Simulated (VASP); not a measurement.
Crystal: BaS.

```
Ba S
1.0
     3.84140    0.00000    0.00000
     0.00000    3.84140    0.00000
     0.00000    0.00000    3.84140
Ba S
1 1
Direct
  0.00000 0.00000 0.00000
  0.50000 0.50000 0.50000
```

```yaml
Program: VASP 6.6.1
Task: relaxation of cell and atoms
Functional: PBEsol
Potentials_or_basis: VASP PAW PBE potentials, release 64 (Ba_sv, S)
Cutoff: 600 eV
k_mesh: 6 × 6 × 6
Occupations: fermi-dirac, width 0.02 eV
Spin: no spin polarisation
```

At the start: pressure -1.6 GPa; volume 28.34 Å³/atom.

**Question.** How do energy, volume and symmetry change on relaxing?

**Answer.** Over 3 steps the energy falls by 4.8 meV/atom and the volume is 27.41 Å³/atom (-3.3 %); space group Pm-3m (No. 221, to 0.1 Å) before and after.

The path:
```csv
step,energy change (eV),largest force (eV/Å),pressure (GPa),volume (Å³)
1,0.0000,0.0000,-1.59,56.69
2,-0.0091,0.0000,0.39,54.40
3,-0.0096,0.0000,0.00,54.81
```

Final structure:
```
Ba S
1.0
     3.79862    0.00000    0.00000
     0.00000    3.79862    0.00000
     0.00000    0.00000    3.79862
Ba S
1 1
Direct
  0.00000 0.00000 0.00000
  0.50000 0.50000 0.50000
```

Caveat: the PAW data sets were made with another functional, which shifts forces and pressure a little.
